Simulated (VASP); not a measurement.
Here is a VASP 6.6.1 calculation.

INCAR

```
ALGO     = Normal         # electronic algorithm
EDIFF    = 1E-6           # SCF threshold, eV
ENCUT    = 520            # plane-wave cutoff, eV
ISIF     = 2              # what is computed and relaxed
ISMEAR   = 1              # smearing method
LASPH    = T              # aspherical terms in the spheres
LCHARG   = F              # write CHGCAR
LREAL    = F              # projectors in reciprocal space
LWAVE    = F              # write WAVECAR
NBANDS   = 13             # bands
NELM     = 60             # most SCF steps
PREC     = Accurate       # precision mode
SIGMA    = 0.1            # smearing width, eV
```

KPOINTS

```
k-points
0
Gamma
  13 13 13
```

Contents of POSCAR:

```
Mo
1.0
   -1.5302858480      1.5302858480      1.5302858480
    1.5302858480     -1.5302858480      1.5302858480
    1.5302858480      1.5302858480     -1.5302858480
Mo
1
Direct
    0.0000000000      0.0000000000      0.0000000000
```

Potentials or basis: VASP PAW LDA potentials, release 64 (Mo_sv).

The run is started by

```console
$ cat potpaw_LDA.64/Mo_sv/POTCAR > POTCAR
$ mpirun -np 1 vasp_std > vasp.out
```

**Question.** Estimate the band gap on the k mesh.

**Answer.** Zero (band 7 reaches 18.00 eV, above the bottom of band 8 at 12.36 eV).

**Question.** Estimate the pressure.

**Answer.** 17.2 GPa.
